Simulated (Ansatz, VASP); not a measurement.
**Two plane-wave programs on ReS**

The input INCAR:

```
  PREC = Accurate
  ENCUT = 520
  EDIFF = 1E-6
  ISMEAR = 0
  SIGMA = 0.1
  LREAL = False
  LASPH = True
  NELM = 150
  ALGO = Normal
  ISIF = 2
  LWAVE = False
  LCHARG = True
  ISPIN = 2
  MAGMOM = 2 -2 0 0
  LORBIT = 11
  LMAXMIX = 4
  GGA = PE
  LELF = True
  LVHAR = True
  NBANDS = 25
```

The input KPOINTS:

```
regular mesh
0
Gamma
  14 14 7
```

POSCAR

```
ReS
1.0
    0.0000000000      2.2852400464      2.2852400464
    2.2852400464      0.0000000000      2.2852400464
    4.5704800928      4.5704800928      0.0000000000
Re S
2 2
Direct
    0.0000000000      0.0000000000      0.0000000000
    0.0000000000      0.0000000000      0.5000000000
    0.5000000000      0.5000000000      0.2500000000
    0.5000000000      0.5000000000      0.7500000000
```

Input for Ansatz:

```yaml
crystal:
  lattice:
    - [0.0, 2.2852400474, 2.2852400474]
    - [2.2852400474, 0.0, 2.2852400474]
    - [4.5704800948, 4.5704800948, 0.0]
  atoms:
    - { symbol: Re, position: [0.0, 1.0, 1.0], spin: 2.0 }
    - { symbol: S, position: [0.5, 0.5, 0.25] }
    - { symbol: Re, position: [0.0, 1.0, 0.5], spin: -2.0 }
    - { symbol: S, position: [0.5, 0.5, 0.75] }
basis:
  ecutwfc: 420
kpoints:
  mp_grid: { grid: [14, 14, 7] }
hamiltonian:
  xc: pbe
scf:
  occupations: { method: gaussian, width: 0.1 }
output:
  forces: true
  stress: true
  eigenvalues: true
  populations: true
  write_density: true
  write_potential: true
  elf: true
  volumetric_format: npy
magnetization:
  spin_polarized: true
```

Alike in both runs: task single point; functional PBE; k mesh 14 × 14 × 7; occupations gaussian, width 0.1 eV; collinear spin.

|  | VASP | Ansatz |
| --- | --- | --- |
| version | VASP 6.6.1 | Ansatz 0.2.0 |
| potentials or method | VASP PAW PBE potentials, release 64 (Re, S), cutoff 520 eV | scalar-relativistic, plane waves, PAW |
| valence electrons in the cell | 26 | 42 |

|  | VASP | Ansatz | Ansatz less VASP |
| --- | --- | --- | --- |
| gap on the k mesh at the Fermi level (eV) | none | none | - |
| net moment per atom (μB) | 0.00 | 0.00 | 0.000 |

A gap of «none» marks a metal or a gap that the smearing closes. The functional is the same, so the differences come from potentials, cutoffs and numerics. VASP's potentials hold 26 valence electrons a cell and Ansatz's 42, so a difference there can come from the potentials and not from the codes. Ansatz's warnings: seeded moment not kept.

Spin-orbit coupling is off throughout.
